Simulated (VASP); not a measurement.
Input of a VASP 6.6.1 run:

POSCAR

```
CdIn2O4
1.0
    0.0000000000      4.6003631796      4.6003631796
    4.6003631796      0.0000000000      4.6003631796
    4.6003631796      4.6003631796      0.0000000000
Cd In O
2 4 8
Direct
    0.0000000000      0.0000000000      0.0000000000
    0.2500000000      0.2500000000      0.2500000000
    0.6250000000      0.6250000000      0.6250000000
    0.1250000000      0.6250000000      0.6250000000
    0.6250000000      0.6250000000      0.1250000000
    0.6250000000      0.1250000000      0.6250000000
    0.8618762811      0.8618762811      0.8618762811
    0.8356288432      0.3881237189      0.3881237189
    0.8618762811      0.8618762811      0.4143711568
    0.3881237189      0.8356288432      0.3881237189
    0.4143711568      0.8618762811      0.8618762811
    0.3881237189      0.3881237189      0.3881237189
    0.8618762811      0.4143711568      0.8618762811
    0.3881237189      0.3881237189      0.8356288432
```

Contents of INCAR.step1:

```
SYSTEM = CdIn2O4
PREC     = Accurate       ! precision mode
ENCUT    = 660            ! plane-wave cutoff, eV
ISMEAR   = -1             ! smearing method
SIGMA    = 0.02           ! smearing width, eV
LREAL    = .False.        ! projectors in reciprocal space
LASPH    = .True.         ! aspherical terms in the spheres
NELM     = 120            ! most SCF steps
NBANDS   = 75             ! bands
GGA      = PE             ! functional
ALGO     = Normal         ! electronic algorithm
EDIFF    = 1E-5           ! SCF threshold, eV
LWAVE    = .True.         ! write WAVECAR
LCHARG   = .False.        ! write CHGCAR
GGA_COMPAT= .False.
```

Contents of INCAR.step2:

```
SYSTEM = CdIn2O4
PREC     = Accurate       ! precision mode
ENCUT    = 660            ! plane-wave cutoff, eV
EDIFF    = 1E-6           ! SCF threshold, eV
ISMEAR   = -1             ! smearing method
SIGMA    = 0.02           ! smearing width, eV
LREAL    = .False.        ! projectors in reciprocal space
LASPH    = .True.         ! aspherical terms in the spheres
NELM     = 120            ! most SCF steps
ALGO     = Normal         ! electronic algorithm
ISIF     = 2              ! what is computed and relaxed
LWAVE    = .False.        ! write WAVECAR
LCHARG   = .False.        ! write CHGCAR
METAGGA  = R2SCAN         ! meta-GGA
LMIXTAU  = .True.       
NBANDS   = 75             ! bands
ISTART   = 1            
GGA_COMPAT= .False.
```

File KPOINTS:

```
regular mesh
0
Gamma
  4 4 4
  0 0 0
```

Potentials or basis: VASP PAW PBE potentials, release 64 (Cd, In_d, O).

Launch:

```sh
$ cat potpaw_PBE.64/Cd/POTCAR potpaw_PBE.64/In_d/POTCAR potpaw_PBE.64/O/POTCAR > POTCAR
$ cp INCAR.step1 INCAR
$ mpirun -np 1 vasp_std > vasp.out
$ cp INCAR.step2 INCAR
$ mpirun -np 1 vasp_std > vasp.out
```

Q: Estimate the largest force.

A: 0.008 eV/Å.

Q: Estimate the pressure.

A: 1.0 GPa.

Q: What does it give for the band gap on the k mesh?

A: 1.57 eV (least direct gap 1.64 eV).

Forces in eV/Å, atoms in the order of the input:
```
Cd   0.000  0.000  0.000
Cd   0.000  0.000  0.000
In   0.000  0.000  0.000
In   0.000  0.000  0.000
In   0.000  0.000  0.000
In   0.000  0.000  0.000
O   -0.005 -0.005 -0.005
O    0.005 -0.005 -0.005
O    0.005  0.005 -0.005
O   -0.005  0.005 -0.005
O   -0.005  0.005  0.005
O    0.005  0.005  0.005
O    0.005 -0.005  0.005
O   -0.005 -0.005  0.005
```

Caveat: the PAW data sets were made with another functional, which shifts forces and pressure a little; spin-orbit coupling is left out, which moves the levels of the heavy elements. r2SCAN opens gaps a little over a GGA but as a rule still falls short of measured ones.
